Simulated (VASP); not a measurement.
# Cu (Fm-3m) in VASP: a series of runs, part 2 of 2

VASP 6.6.1.

**3. Relaxation of cell and atoms, PBE**

This run uses another cell than the first one, of 11.76 Å³/atom, 0.984 times its volume.

File INCAR:

```
SYSTEM = Cu
PREC = Accurate
ENCUT = 600
EDIFF = 1E-7
ISMEAR = 0
SIGMA = 0.1
LREAL = .FALSE.
LASPH = .TRUE.
NELM = 60
ALGO = Normal
ISIF = 3
LWAVE = .FALSE.
LCHARG = .FALSE.
GGA = PE
IBRION = 2
NSW = 80
EDIFFG = -0.003
```

File KPOINTS:

```
regular mesh
0
G
  20 20 20
  0 0 0
```

File POSCAR:

```
Cu
1.0
    0.0000000000      1.8050000000      1.8050000000
    1.8050000000      0.0000000000      1.8050000000
    1.8050000000      1.8050000000      0.0000000000
Cu
1
Direct
    0.0000000000      0.0000000000      0.0000000000
```

Potentials or basis: VASP PAW PBE potentials, release 64 (Cu).

Command:

```console
cat potpaw_PBE.64/Cu/POTCAR > POTCAR
mpirun -np 1 vasp_std > vasp.out
```

OUTCAR:

```text
SYSTEM = Cu
   PREC = Accurate
   ENCUT = 600
   EDIFF = 1E-7
   ISMEAR = 0
   LREAL = .FALSE.
   LASPH = .TRUE.
   NELM = 60
   ISIF = 3
   GGA = PE
   IBRION = 2
   NSW = 80
   EDIFFG = -0.003

 ion  position               nearest neighbor table
   1  0.000  0.000  0.000-

  LATTYP: Found a face centered cubic cell.
 ALAT       =     3.6100000000

  Lattice vectors:

 A1 = (   0.0000000000,   1.8050000000,   1.8050000000)
 A2 = (   1.8050000000,   0.0000000000,   1.8050000000)
 A3 = (   1.8050000000,   1.8050000000,   0.0000000000)

Analysis of symmetry for initial positions (statically):
=====================================================================
 Subroutine PRICEL returns:
 Original cell was already a primitive cell.

 Routine SETGRP: Setting up the symmetry group for a
 face centered cubic supercell.

 Subroutine GETGRP returns: Found 48 space group operations
[... 9 lines left out ...]

 Routine SETGRP: Setting up the symmetry group for a
 face centered cubic supercell.

 Subroutine GETGRP returns: Found 48 space group operations
[... 11 lines left out ...]
                                     Primitive cell

  volume of cell :      11.7615

  direct lattice vectors                    reciprocal lattice vectors
     0.000000000  1.805000000  1.805000000    -0.277008310  0.277008310  0.277008310
     1.805000000  0.000000000  1.805000000     0.277008310 -0.277008310  0.277008310
     1.805000000  1.805000000  0.000000000     0.277008310  0.277008310 -0.277008310

  length of vectors
     2.552655480  2.552655480  2.552655480     0.479792467  0.479792467  0.479792467

  position of ions in fractional coordinates (direct lattice)
     0.000000000  0.000000000  0.000000000

  ion indices of the primitive-cell ions
   primitive index   ion index
                 1           1
[... 96 lines left out ...]
   LORBIT       =      0    0 simple, 1 ext, 2 COOP (PROOUT), +10 PAW based schemes
   GGA     = PE    functional components
   LHFCALC =     F    Hartree Fock is set to
   AEXX    =    0.0000 exact exchange contribution
   IVDW    =     0    specifies the selected vdW correction
   LEPSILON=     F    determine dielectric tensor
   LRPA    =     F    only Hartree local field effects (RPA)
 conjugate gradient relaxation of ions
 non-spin polarized calculation
 Gauss-broadening in eV      SIGMA  =   0.10
  energy-cutoff  :      600.00
  volume of cell :       11.76
 maximum number of plane-waves:       400
   NGX = 11   NGY = 11   NGZ = 11

--------------------------------------- Ionic step        1  -------------------------------------------

 number of electron      11.0000003 magnetization

 Free energy of the ion-electron system (eV)
  ---------------------------------------------------
  ext. energy  EPLUGINS =         0.00000000
  ---------------------------------------------------
  free energy    TOTEN  =        -3.72726638 eV

  energy without entropy =       -3.72595817  energy(sigma->0) =       -3.72661227

------------------------ aborting loop because EDIFF is reached ----------------------------------------

  FORCE on cell =-STRESS in cart. coord.  units (eV):
  Direction    XX          YY          ZZ          XY          YZ          ZX
  --------------------------------------------------------------------------------------
  -------------------------------------------------------------------------------------
  Total        0.2200568      0.2200568      0.2200568     -0.0000000     -0.0000000      0.0000000
  in kB       29.9767012     29.9767012     29.9767012     -0.0000000     -0.0000000      0.0000000
  external PRESSURE =      29.9767012 kB  Pullay stress =       0.0000000 kB
[... 57 lines left out ...]
--------------------------------------- Ionic step        3  -------------------------------------------

 number of electron      10.9999996 magnetization

 Free energy of the ion-electron system (eV)
  ---------------------------------------------------
  ext. energy  EPLUGINS =         0.00000000
  ---------------------------------------------------
  free energy    TOTEN  =        -3.72950331 eV

  energy without entropy =       -3.72816330  energy(sigma->0) =       -3.72883330

 E-fermi :   7.3569     XC(G=0): -12.6305

 val. band max:        7.3363765651   @ k =   0.5000   0.2500   0.1000
 cond. band min:       7.4017349317   @ k =   0.5000   0.3500   0.1500
 fundamental gap:      0.0653583666
 Fermi energy:         7.3568909626

 k-point     1 :       0.0000    0.0000    0.0000
  band No.  band energies     occupation
      1      -1.8433      2.00000
      2       4.4079      2.00000
      3       4.4079      2.00000
      4       4.4079      2.00000
      5       5.2092      2.00000
      6       5.2092      2.00000
      7      29.8451      0.00000
      8      32.3624      0.00000
      9      32.3624      0.00000
[... 265 lines left out ...]
 k-point    24 :      -0.3500    0.0500    0.0000
  band No.  band energies     occupation
      1       1.9372      2.00000
      2       4.4339      2.00000
      3       4.4727      2.00000
      4       4.6096      2.00000
      5       5.5172      2.00000
      6       5.7945      2.00000
      7      14.5680      0.00000
      8      26.9874      0.00000
      9      29.3873      0.00000

 [... further k-points ...]
[... 5 lines left out ...]
  --------------------------------------------------------------------------------------
  -------------------------------------------------------------------------------------
  Total        0.0006802      0.0006802      0.0006802      0.0000000      0.0000000     -0.0000000
  in kB        0.0907641      0.0907641      0.0907641      0.0000000      0.0000000     -0.0000000
  external PRESSURE =       0.0907641 kB  Pullay stress =       0.0000000 kB
[... 16 lines left out ...]
  FREE ENERGIE OF THE ION-ELECTRON SYSTEM (eV)
  ---------------------------------------------------
  free  energy   TOTEN  =        -3.7295033112 eV

  energy  without entropy=       -3.7281632978  energy(sigma->0) =       -3.72883330

 reached required accuracy - stopping structural energy minimisation
```

OSZICAR:

```text
N       E                     dE             d eps       ncg     rms          rms(c)
DAV:   1     0.380477584788E+02    0.38048E+02   -0.62339E+03  4800   0.229E+03
DAV:   2    -0.415194224372E+01   -0.42200E+02   -0.40143E+02  4621   0.204E+02
DAV:   3    -0.462841068000E+01   -0.47647E+00   -0.47411E+00  5499   0.317E+01
[... 24 lines left out ...]
DAV:   4    -0.372950634322E+01    0.75845E-03   -0.81806E-04  5917   0.341E-01    0.412E-03
DAV:   5    -0.372950534590E+01    0.99732E-06   -0.15634E-05  5857   0.824E-02    0.702E-03
DAV:   6    -0.372950315797E+01    0.21879E-05   -0.23591E-06  5052   0.307E-02    0.511E-04
DAV:   7    -0.372950327909E+01   -0.12113E-06   -0.11471E-08  2584   0.227E-03    0.558E-05
DAV:   8    -0.372950331122E+01   -0.32128E-07   -0.17950E-09  2378   0.675E-04
   3 F= -.37295033E+01 E0= -.37288333E+01  d E =-.223693E-02
```

Run time: 39 s. Hardware: 1 thread of AMD EPYC 9R45 (Zen 5), shared host; peak memory 0.13 GiB.

What came out:

```
Free energy                            : -3.7295 eV
Relaxed volume                         : 12.01 Å³/atom
Relaxed cell                           : a = 2.570 Å, b = 2.570 Å, c = 2.570 Å, α = 60.00°, β = 60.00°, γ = 60.00°
Space group after relaxing (to 0.05 Å) : Fm-3m (No. 225)
Energy gained by relaxing              : 2.2 meV/atom
Ionic steps                            : 3
Pressure after relaxing                : 0.0 GPa
```

The path:
| step | energy change (eV) | largest force (eV/Å) | pressure (GPa) | volume (Å³) |
| --- | --- | --- | --- | --- |
| 1 | 0.0000 | 0.0000 | 3.00 | 11.76 |
| 2 | -0.0016 | 0.0000 | -1.46 | 12.14 |
| 3 | -0.0022 | 0.0000 | 0.01 | 12.01 |

Final structure:
```cif
data_structure
_symmetry_space_group_name_H-M 'P 1'
_symmetry_Int_Tables_number 1
_cell_length_a 2.5703
_cell_length_b 2.5703
_cell_length_c 2.5703
_cell_angle_alpha 60.000
_cell_angle_beta 60.000
_cell_angle_gamma 60.000
_cell_volume 12.01
loop_
_atom_site_label
_atom_site_type_symbol
_atom_site_fract_x
_atom_site_fract_y
_atom_site_fract_z
_atom_site_occupancy
Cu1 Cu 0.00000 0.00000 0.00000 1
```
